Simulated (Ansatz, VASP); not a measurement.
## Ge: VASP beside Ansatz

Contents of INCAR:

```
PREC     = Accurate       # precision mode
ENCUT    = 520            # plane-wave cutoff, eV
EDIFF    = 1E-6           # SCF threshold, eV
ISMEAR   = 0              # smearing method
SIGMA    = 0.1            # smearing width, eV
LREAL    = F              # projectors in reciprocal space
LASPH    = T              # aspherical terms in the spheres
NELM     = 60             # most SCF steps
ALGO     = Normal         # electronic algorithm
ISIF     = 2              # what is computed and relaxed
LWAVE    = F              # write WAVECAR
LCHARG   = F              # write CHGCAR
LDIPOL   = T            
IDIPOL   = 3            
DIPOL    = 0.5 0.5 0.381
GGA      = PE             # functional
IVDW     = 12             # dispersion correction
NBANDS   = 36             # bands
```

Contents of KPOINTS:

```
regular mesh
0
Gamma
  9 9 1
```

Contents of POSCAR:

```
Ge
1.0
    4.0226895311      0.0000000000      0.0000000000
   -2.0113447656      3.4837513255      0.0000000000
    0.0000000000      0.0000000000     18.8685220517
Ge
4
Direct
    0.3333333333      0.6666666667      0.2747571332
    0.6666666667      0.3333333333      0.2384924472
    0.8888888889      0.1111111111      0.5240750719
    0.5555555556      0.4444444444      0.4878103860
```

Input for Ansatz:

```yaml
crystal:
  lattice:
    - [4.0226895311, 0.0, 0.0]
    - [-2.0113447656, 3.4837513255, 0.0]
    - [0.0, 0.0, 18.8685220517]
  atoms:
    - { symbol: Ge, position: [0.3333333333, 0.6666666667, 0.2747571332] }
    - { symbol: Ge, position: [0.6666666667, 0.3333333333, 0.2384924472] }
    - { symbol: Ge, position: [0.8888888889, 0.1111111111, 0.5240750719] }
    - { symbol: Ge, position: [0.5555555556, 0.4444444444, 0.487810386] }
basis:
  ecutwfc: 420
kpoints:
  mp_grid: { grid: [9, 9, 1] }
hamiltonian:
  xc: pbe
  pseudopotentials: { kind: paw, azcp: { folder: soft_1 } }
  dispersion: d3bj
scf:
  occupations: { method: gaussian, width: 0.1 }
output:
  forces: true
  eigenvalues: true
efield:
  axis: 3
  dipole_correction: true
  ramp_width: 0.04
```

Alike in both runs: task single point; functional PBE; dispersion D3(BJ); k mesh 9 × 9 × 1; occupations gaussian, width 0.1 eV; no spin polarisation.

|  | VASP | Ansatz |
| --- | --- | --- |
| version | VASP 6.6.1 | Ansatz 0.2.0 |
| potentials or method | VASP PAW PBE potentials, release 64 (Ge_d), cutoff 520 eV | scalar-relativistic, plane waves, PAW |
| valence electrons in the cell | 56 | 56 |

|  | VASP | Ansatz | Ansatz less VASP |
| --- | --- | --- | --- |
| gap on the k mesh at the Fermi level (eV) | 0.23 | 0.23 | 0.000 |
| least direct gap on the mesh (eV) | 0.23 | 0.23 | 0.000 |
| rms of the force components (eV/Å) | 0.062 | 0.062 | 0.0000 |

Atom by atom the forces differ by 0.001 eV/Å (rms over components).
